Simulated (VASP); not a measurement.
Set up this calculation in VASP 6.6.1, as the native input.

| Property | Result |
| --- | --- |
| Task | relaxation of cell and atoms |
| Functional | PBEsol |
| Potentials or basis | VASP PAW PBE potentials, release 64 (Cd, Se) |
| Cutoff | 600 eV |
| k mesh | 9 × 9 × 6 |
| Occupations | gaussian, width 0.02 eV |
| Spin | no spin polarisation |
| Dipole correction | no |
| Further INCAR settings | ALGO = Normal; EDIFF = 1e-06; IBRION = 2; EDIFFG = -0.005; NSW = 70; ISIF = 3 |

The structure of CdSe (Cadmoselite) lies in POSCAR:

```
CdSe
1.0
    4.3825548650      0.0000000000      0.0000000000
   -2.1912774325      3.7954038465      0.0000000000
    0.0000000000      0.0000000000      7.1556282907
Cd Se
2 2
Direct
    0.3333333333      0.6666666667      0.0046130453
    0.6666666667      0.3333333333      0.5046130453
    0.3333333333      0.6666666667      0.3803869547
    0.6666666667      0.3333333333      0.8803869547
```

The input as run:

INCAR

```
ALGO = Normal
EDIFF = 1E-6
EDIFFG = -0.005
ENCUT = 600
GGA = PS
IBRION = 2
ISIF = 3
ISMEAR = 0
LASPH = True
LCHARG = False
LREAL = False
LWAVE = False
NELM = 100
NSW = 70
PREC = Accurate
SIGMA = 0.02
```

KPOINTS

```
k-points
0
Gamma
  9 9 6
```

Potentials or basis: VASP PAW PBE potentials, release 64 (Cd, Se).

The run is started by

```bash
$ cat potpaw_PBE.64/Cd/POTCAR potpaw_PBE.64/Se/POTCAR > POTCAR
$ mpirun -np 1 vasp_std > vasp.out
```

Results of the run:

```yaml
Relaxed_volume: 28.29 Å³/atom
Relaxed_cell: a = 4.310 Å, b = 4.310 Å, c = 7.035 Å, α = 90.00°, β = 90.00°, γ = 120.00°
Space_group_after_relaxing_to_0.05_Å: P6_3mc (No. 186)
Energy_gained_by_relaxing: 11.2 meV/atom
Ionic_steps: 3
Pressure_after_relaxing: 0.0 GPa
Largest_force_after_relaxing: 0.004 eV/Å
Band_gap_on_the_k_mesh: 0.53 eV, direct
```

Caveat: the PAW data sets were made with another functional, which shifts forces and pressure a little.

Run time: 3.6 min on 1 thread of Intel(R) Xeon(R) Platinum 8375C CPU @ 2.90GHz (Ice Lake), with other jobs on the host, peak memory 0.37 GiB.
